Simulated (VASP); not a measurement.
# AlIn3Sb2 (P-6m2) in VASP: single point with PBE

Aim: the single point of AlIn3Sb2 with PBE.

Everything below comes from runs of VASP 6.6.1. Logs are shortened: lines on timing, memory, paths and dates and some standing lists are left out, and cuts for length are marked.

**1. The cell of the first run**

The structure is hexagonal, space group P-6m2 (No. 187). The conventional cell has a = 5.358 Å, b = 5.358 Å, c = 6.458 Å, α = 90.00°, β = 90.00°, γ = 120.00°. Al (site symmetry -6m2) has 5 In at 3.09 to 3.23 Å and 6 Sb at 3.44 Å within 4.1 Å. Within 4.1 Å of In (site symmetry -6m2) lie 3 In at 3.09 Å and 2 Al at 3.23 Å and 6 Sb at 3.54 Å. In (site symmetry -6m2) has 3 Al at 3.09 Å and 2 In at 3.23 Å and 6 Sb at 3.44 Å within 4.1 Å. Within 4.1 Å of In (site symmetry -6m2) lie 5 In at 3.09 to 3.23 Å and 6 Sb at 3.54 Å. Sb (site symmetry 3m) has 2 Sb at 3.02 to 3.44 Å and 9 In at 3.44 to 3.54 Å and 3 Al at 3.44 Å within 4.0 Å.

The cell was built from a structure type or drawn by symmetry, and may not be a known phase.

**2. Single point, PBE**

INCAR

```
ALGO = Fast
EDIFF = 1E-6
ENCUT = 520
GGA = PE
ISIF = 2
ISMEAR = 0
LASPH = True
LCHARG = False
LREAL = False
LWAVE = False
NBANDS = 35
NELM = 100
PREC = Accurate
SIGMA = 0.1
```

KPOINTS

```
k-points
0
Gamma
  12 12 6
```

POSCAR

```
AlIn3Sb2
1.0
    5.3577099542      0.0000000000      0.0000000000
   -2.6788549771      4.6399129264      0.0000000000
    0.0000000000      0.0000000000      6.4584638018
Al In Sb
1 3 2
Direct
    0.0000000000      0.0000000000      0.0000000000
    0.0000000000      0.0000000000      0.5000000000
    0.3333333333      0.6666666667      0.0000000000
    0.3333333333      0.6666666667      0.5000000000
    0.6666666667      0.3333333333      0.2334148346
    0.6666666667      0.3333333333      0.7665851654
```

Potentials or basis: VASP PAW PBE potentials, release 64 (Al, In_d, Sb).

Run with:

```console
> cat potpaw_PBE.64/Al/POTCAR potpaw_PBE.64/In_d/POTCAR potpaw_PBE.64/Sb/POTCAR > POTCAR
> mpirun -np 1 vasp_std > vasp.out
```

OUTCAR:

```text
EDIFF = 1E-6
   ENCUT = 520
   GGA = PE
   ISIF = 2
   ISMEAR = 0
   LASPH = True
   LREAL = False
   NELM = 100
   PREC = Accurate

 ion  position               nearest neighbor table
   1  0.000  0.000  0.000-   3 3.09   3 3.09   3 3.09   2 3.23   2 3.23   5 3.44   6 3.44   6 3.44
                             5 3.44   6 3.44   5 3.44
   2  0.000  0.000  0.500-   4 3.09   4 3.09   4 3.09   1 3.23   1 3.23   5 3.54   6 3.54   6 3.54
                             5 3.54   6 3.54   5 3.54
   3  0.333  0.667  0.000-   1 3.09   1 3.09   1 3.09   4 3.23   4 3.23   5 3.44   6 3.44   5 3.44
                             6 3.44   5 3.44   6 3.44
   4  0.333  0.667  0.500-   2 3.09   2 3.09   2 3.09   3 3.23   3 3.23   5 3.54   6 3.54   5 3.54
                             6 3.54   5 3.54   6 3.54
   5  0.667  0.333  0.233-   6 3.02   3 3.44   3 3.44   1 3.44   1 3.44   1 3.44   3 3.44   6 3.44
                             4 3.54   4 3.54   2 3.54   2 3.54   2 3.54   4 3.54
   6  0.667  0.333  0.767-   5 3.02   3 3.44   3 3.44   1 3.44   1 3.44   1 3.44   3 3.44   5 3.44
                             4 3.54   4 3.54   2 3.54   2 3.54   2 3.54   4 3.54

  LATTYP: Found a hexagonal cell.
 ALAT       =     5.3577099542
 C/A-ratio  =     1.2054523028

  Lattice vectors:

 A1 = (   5.3577099542,   0.0000000000,   0.0000000000)
 A2 = (  -2.6788549771,   4.6399129264,   0.0000000000)
 A3 = (   0.0000000000,   0.0000000000,   6.4584638018)

Analysis of symmetry for initial positions (statically):
=====================================================================
 Subroutine PRICEL returns:
 Original cell was already a primitive cell.

 Routine SETGRP: Setting up the symmetry group for a
 hexagonal supercell.

 Subroutine GETGRP returns: Found 12 space group operations
 (whereof 12 operations were pure point group operations)
 out of a pool of 24 trial point group operations.

The static configuration has the point symmetry D_3h.

Analysis of symmetry for dynamics (positions and initial velocities):
=====================================================================
 Subroutine PRICEL returns:
 Original cell was already a primitive cell.

 Routine SETGRP: Setting up the symmetry group for a
 hexagonal supercell.

 Subroutine GETGRP returns: Found 12 space group operations
 (whereof 12 operations were pure point group operations)
 out of a pool of 24 trial point group operations.

The dynamic configuration has the point symmetry D_3h.

[... 110 lines left out ...]
   IBRION =     -1    ionic relax: 0-MD 1-quasi-New 2-CG
   NFREE  =      0    steps in history (QN), initial steepest desc. (CG)
   ISIF   =      2    stress and relaxation
   ISYM   =      2    0-nonsym 1-usesym 2-fastsym
   POTIM  = 0.5000    time-step for ionic-motion
   TEBEG  =    0.0;   TEEND  =   0.0 temperature during run
   PSTRESS=    0.0 pullay stress
   NELECT =      52.0000    total number of electrons
   NUPDOWN=      -1.0000    fix difference up-down
   EMIN   =  10.00;   EMAX   =-10.00  energy-range for DOS
   EFERMI =   0.00;   METHOD = LEGACY
   ISMEAR =     0;   SIGMA  =   0.10  broadening in eV -4-tet -1-fermi 0-gaus
   EFERMI_NEDOS =   21; number of points for ismear=-14 and -15
   IALGO  =     68    algorithm
   IMIX   =      4    mixing-type and parameters
     AMIX     =   0.40;   BMIX     =  1.00
     AMIX_MAG =   1.60;   BMIX_MAG =  1.00
  volume/ion in A,a.u.               =      26.76       180.58
  Fermi-wavevector in a.u.,A,eV,Ry     =   1.124268  2.124559 17.197473  1.263979
  Thomas-Fermi vector in A             =   2.260939
   LORBIT       =      0    0 simple, 1 ext, 2 COOP (PROOUT), +10 PAW based schemes
   GGA     = PE    functional components
   LHFCALC =     F    Hartree Fock is set to
   AEXX    =    0.0000 exact exchange contribution
   IVDW    =     0    specifies the selected vdW correction
   LEPSILON=     F    determine dielectric tensor
   LRPA    =     F    only Hartree local field effects (RPA)
 non-spin polarized calculation
 RMM-DIIS sequential band-by-band and
 Gauss-broadening in eV      SIGMA  =   0.10
  energy-cutoff  :      520.00
  volume of cell :      160.55
 maximum number of plane-waves:      4356
 NGX is ok and might be reduce to    40
   NGX = 19   NGY = 19   NGZ = 25

 number of electron      52.0000004 magnetization

 Free energy of the ion-electron system (eV)
  ---------------------------------------------------
  ext. energy  EPLUGINS =         0.00000000
  ---------------------------------------------------
  free energy    TOTEN  =       -18.71868845 eV

  energy without entropy =      -18.71068245  energy(sigma->0) =      -18.71468545

 E-fermi :   7.0521     XC(G=0):  -9.9092

 val. band max:        7.0481472897   @ k =   0.4167   0.0833   0.1667
 cond. band min:       7.0898876373   @ k =   0.3333   0.3333   0.5000
 fundamental gap:      0.0417403476
 Fermi energy:         7.0520684528

 k-point     1 :       0.0000    0.0000    0.0000
  band No.  band energies     occupation
      1      -7.7098      2.00000
      2      -7.5625      2.00000
      3      -7.5625      2.00000
      4      -7.5597      2.00000
      5      -7.5597      2.00000
      6      -7.4704      2.00000
[... 901 lines left out ...]
     34      11.7644      0.00000
     35      11.7715      0.00000

 [... further k-points ...]

------------------------ aborting loop because EDIFF is reached ----------------------------------------

  FORCE on cell =-STRESS in cart. coord.  units (eV):
  Direction    XX          YY          ZZ          XY          YZ          ZX
  --------------------------------------------------------------------------------------
  -------------------------------------------------------------------------------------
  Total        0.0056522      0.0056522     -0.0241811     -0.0000000      0.0000000      0.0000000
  in kB        0.0564044      0.0564044     -0.2413061     -0.0000000      0.0000000      0.0000000
  external PRESSURE =      -0.0428324 kB  Pullay stress =       0.0000000 kB

 VOLUME and BASIS-vectors are now :
 -----------------------------------------------------------------------------
  energy-cutoff  :      520.00
  volume of cell :      160.55
      direct lattice vectors                 reciprocal lattice vectors
     5.357709954  0.000000000  0.000000000     0.186646909  0.107760643  0.000000000
    -2.678854977  4.639912926  0.000000000     0.000000000  0.215521286  0.000000000
     0.000000000  0.000000000  6.458463802     0.000000000  0.000000000  0.154835582

 POSITION                                       TOTAL-FORCE (eV/Angst)
 -----------------------------------------------------------------------------------
      0.00000      0.00000      0.00000        -0.000000      0.000000      0.000000
      0.00000      0.00000      3.22923        -0.000000     -0.000000      0.000000
     -0.00000      3.09328      0.00000        -0.000000      0.000000      0.000000
     -0.00000      3.09328      3.22923         0.000000      0.000000      0.000000
      2.67885      1.54664      1.50750        -0.000000     -0.000000      0.007204
      2.67885      1.54664      4.95096        -0.000000     -0.000000     -0.007204
 -----------------------------------------------------------------------------------
    total drift:                                0.000002     -0.000001     -0.000000

  FREE ENERGIE OF THE ION-ELECTRON SYSTEM (eV)
  ---------------------------------------------------
  free  energy   TOTEN  =       -18.7186884490 eV

  energy  without entropy=      -18.7106824497  energy(sigma->0) =      -18.71468545
```

OSZICAR:

```text
N       E                     dE             d eps       ncg     rms          rms(c)
DAV:   1     0.449178801911E+03    0.44918E+03   -0.22557E+04  5320   0.162E+03
DAV:   2     0.268340874127E+02   -0.42234E+03   -0.41315E+03  5409   0.411E+02
DAV:   3    -0.167441606117E+02   -0.43578E+02   -0.42518E+02  6479   0.149E+02
DAV:   4    -0.187281509352E+02   -0.19840E+01   -0.19693E+01  6298   0.323E+01
DAV:   5    -0.188325502467E+02   -0.10440E+00   -0.10438E+00  8286   0.676E+00    0.465E+00
RMM:   6    -0.187391047212E+02    0.93446E-01   -0.17134E-01  5994   0.367E+00    0.258E+00
RMM:   7    -0.187193846046E+02    0.19720E-01   -0.70593E-02  6433   0.179E+00    0.469E-01
RMM:   8    -0.187181971646E+02    0.11874E-02   -0.11718E-02  7220   0.115E+00    0.132E-01
RMM:   9    -0.187185378332E+02   -0.34067E-03   -0.36930E-03  7760   0.412E-01    0.125E-01
RMM:  10    -0.187186711320E+02   -0.13330E-03   -0.12906E-03  6919   0.396E-01    0.103E-01
RMM:  11    -0.187186409463E+02    0.30186E-04   -0.57659E-04  7299   0.194E-01    0.310E-02
RMM:  12    -0.187186807488E+02   -0.39802E-04   -0.40448E-04  8915   0.108E-01    0.522E-02
RMM:  13    -0.187186841905E+02   -0.34418E-05   -0.50273E-05  8082   0.451E-02    0.833E-02
RMM:  14    -0.187186860599E+02   -0.18694E-05   -0.11739E-05  6151   0.176E-02    0.114E-01
RMM:  15    -0.187186876776E+02   -0.16177E-05   -0.38540E-06  4993   0.193E-02    0.197E-01
RMM:  16    -0.187186884490E+02   -0.77137E-06   -0.29382E-06  4590   0.147E-02
   1 F= -.18718688E+02 E0= -.18714685E+02  d E =-.800600E-02
```

stdout:

```text
POSCAR found type information on POSCAR AlInSb
 POSCAR found :  3 types and       6 ions
 scaLAPACK will be used
 LDA part: xc-table for (Slater+PW92), standard interpolation
 POSCAR, INCAR and KPOINTS ok, starting setup
 FFT: planning ... GRIDC
 FFT: planning ... GRID_SOFT
 FFT: planning ... GRID
 WAVECAR not read
 entering main loop
```

Wall time 9.3 min (1 thread of Intel Xeon Platinum 8375C at 2.90GHz (Ice Lake), shared host); peak memory 0.52 GiB.

What came out:

- Free energy: -18.7187 eV
- Pressure: 0.0 GPa
- Largest force: 0.007 eV/Å
- Band gap on the k mesh: zero (bands 26 and 27 overlap by 1.76 eV)

Forces on the atoms (eV/Å):
```
Al   0.000  0.000  0.000
In   0.000  0.000  0.000
In   0.000  0.000  0.000
In   0.000  0.000  0.000
Sb   0.000  0.000  0.007
Sb   0.000  0.000 -0.007
```

Levels at points of the mesh, in eV from the Fermi level:
```
           k point  band 23  band 24  band 25  band 26  band 27  band 28  band 29  band 30
(0.00, 0.00, 0.00)    -1.30    -1.30    -1.25    -1.12    -0.10    -0.10     0.82     1.13
(0.50, 0.00, 0.00)    -3.29    -1.47    -0.48    -0.46    -0.16     1.27     2.24     2.76
(0.00, 0.00, 0.50)    -1.78    -1.68    -1.48    -1.48    -0.85    -0.53    -0.53    -0.31
(0.50, 0.00, 0.50)    -2.85    -1.28    -0.47     0.45     0.74     2.45     2.63     2.67
```

Caveat: spin-orbit coupling is left out, which moves the levels of the heavy elements.
